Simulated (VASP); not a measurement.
A run of VASP 6.6.1 is set up as follows.

The input INCAR:

```
SYSTEM = Nb20H
ALGO = Normal
EDIFF = 1E-7
ENCUT = 520
GGA = PE
ISIF = 2
ISMEAR = 0
LASPH = .TRUE.
LCHARG = .TRUE.
LELF = .TRUE.
LREAL = Auto
LVHAR = .TRUE.
LWAVE = .FALSE.
NBANDS = 146
NELM = 60
PREC = Accurate
SIGMA = 0.1
```

KPOINTS

```
k-points
0
G
  3 3 3
  0 0 0
```

POSCAR

```
Nb20H
1.0
   -4.9668589766      4.9668589766      1.6556196589
    1.6556196589      4.9668589766     -4.9668589766
   -4.9668589766     -1.6556196589     -4.9668589766
Nb H
20 1
Direct
    0.4013557380      0.8992913572      0.8998568554
    0.3084866728      0.3031278031      0.7997548488
    0.2009300555      0.7000037683      0.6990858340
    0.1002616145      0.0968810071      0.5915353776
    0.0001516955      0.5007011396      0.4986594569
    0.8946267593      0.4075776984      0.9020766889
    0.7984778647      0.8014924460      0.8001432533
    0.7007784027      0.2005222022      0.6990186386
    0.6002861193      0.6011942385      0.6010435396
    0.4994195349     -0.0005313418      0.4992476959
    0.4007473857      0.4005358335      0.4005761507
    0.2989559814      0.7988283377      0.2997275959
    0.2009667789      0.1994837995      0.1992218130
    0.0998483553      0.5984971516      0.1015297500
   -0.0020777719     -0.0075696733      0.0053668727
    0.8979788275      0.8974249563      0.3996204058
    0.7992817027      0.2999497785      0.3005779421
    0.6989125756      0.6999963088      0.2010770700
    0.5993998952      0.1000578539      0.1007151607
    0.5003617803      0.5026012741      0.0020167978
    1.0756085738      0.2000012190      0.8244272425
```

Potentials or basis: VASP PAW PBE potentials, release 64 (Nb_sv, H).

Launch:

```sh
$ cat potpaw_PBE.64/Nb_sv/POTCAR potpaw_PBE.64/H/POTCAR > POTCAR
$ mpirun -np 1 vasp_std > vasp.out
```

Problem. Estimate the largest force.

Solution. 0.004 eV/Å.

Problem. What does it give for the pressure?

Solution. 0.7 GPa.

Problem. What does it give for the band gap on the k mesh?

Solution. Zero (an odd number of electrons rules out a gap without spin polarisation).

Forces on the atoms (eV/Å):
```
Nb  -0.004  0.001  0.001
Nb   0.001 -0.002  0.000
Nb   0.001  0.000  0.000
Nb   0.000  0.000 -0.001
Nb   0.004  0.002 -0.001
Nb  -0.001  0.001  0.000
Nb  -0.001  0.001 -0.001
Nb   0.002 -0.002  0.000
Nb  -0.002  0.000 -0.001
Nb  -0.002  0.002  0.000
Nb   0.001  0.001  0.000
Nb   0.001 -0.003  0.001
Nb  -0.001 -0.002 -0.001
Nb   0.001 -0.001 -0.001
Nb   0.001 -0.001  0.001
Nb  -0.003  0.001 -0.001
Nb  -0.001  0.001  0.000
Nb   0.001  0.001  0.001
Nb   0.000  0.001  0.001
Nb   0.002 -0.002  0.001
H    0.000  0.000  0.000
```
